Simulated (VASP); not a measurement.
MgSnO2, 4 atoms in the cell. Symmetry: P-3m1, No. 164, trigonal system. The conventional cell has a = 3.311 Å, b = 3.311 Å, c = 5.453 Å, α = 90.00°, β = 90.00°, γ = 120.00°. Mg (site symmetry -3m) has 6 O at 2.38 Å and 2 Sn at 2.73 Å within 3.1 Å. Within 3.1 Å of Sn (site symmetry -3m) lie 6 O at 2.32 Å and 2 Mg at 2.73 Å. O (site symmetry 3m) has 3 Sn at 2.32 Å and 3 Mg at 2.38 Å within 3.1 Å. 

* Program: VASP 6.6.1
* Task: single point
* Functional: PBE
* Potentials or basis: VASP PAW PBE potentials, release 64 (Mg, Sn_d, O)
* Cutoff: 520 eV
* k mesh: 6 × 6 × 4
* Occupations: gaussian, width 0.1 eV
* Spin: no spin polarisation
* Dipole correction: no
* Further INCAR settings: ALGO = Normal; EDIFF = 1e-07; NBANDS = 22

Potentials or basis: VASP PAW PBE potentials, release 64 (Mg, Sn_d, O).

Run with:

```sh
$ cat potpaw_PBE.64/Mg/POTCAR potpaw_PBE.64/Sn_d/POTCAR potpaw_PBE.64/O/POTCAR > POTCAR
$ mpirun -np 1 vasp_std > vasp.out
```

Hardware: 1 thread of Intel(R) Xeon(R) 6975P-C (Granite Rapids) (shared host).

**Question.** Estimate the wall time of this run.

**Answer.** Run time: 15 s on 1 thread of Intel(R) Xeon(R) 6975P-C (Granite Rapids) (shared host), peak memory 0.19 GiB. Counts: scf iterations 15, k points 24.
